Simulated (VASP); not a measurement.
A run of VASP 6.6.1:

INCAR

```
ALGO = Fast
EDIFF = 1E-8
ENCUT = 520
GGA = PS
IBRION = 8
ISIF = 2
ISMEAR = -1
LASPH = T
LCHARG = T
LREAL = F
LWAVE = F
NELM = 80
NSW = 1
PREC = Accurate
SIGMA = 0.15
```

File KPOINTS:

```
k-points
0
Gamma
  16 16 16
```

POSCAR

```
Cu
1.0
    0.0000000000      1.7820435896      1.7820435896
    1.7820435896      0.0000000000      1.7820435896
    1.7820435896      1.7820435896      0.0000000000
Cu
1
Direct
    0.0000000000      0.0000000000      0.0000000000
```

Potentials or basis: VASP PAW PBE potentials, release 64 (Cu).

Launch:

```sh
$ cat potpaw_PBE.64/Cu/POTCAR > POTCAR
$ mpirun -np 1 vasp_std > vasp.out
```

Hardware: 1 thread of AMD EPYC 7R13, with other jobs on the host.

Question: Estimate the wall time of this run.

Answer: Run time: 3 min on 1 thread of AMD EPYC 7R13, with other jobs on the host, peak memory 0.16 GiB. Counts: scf iterations 40, k points 145.
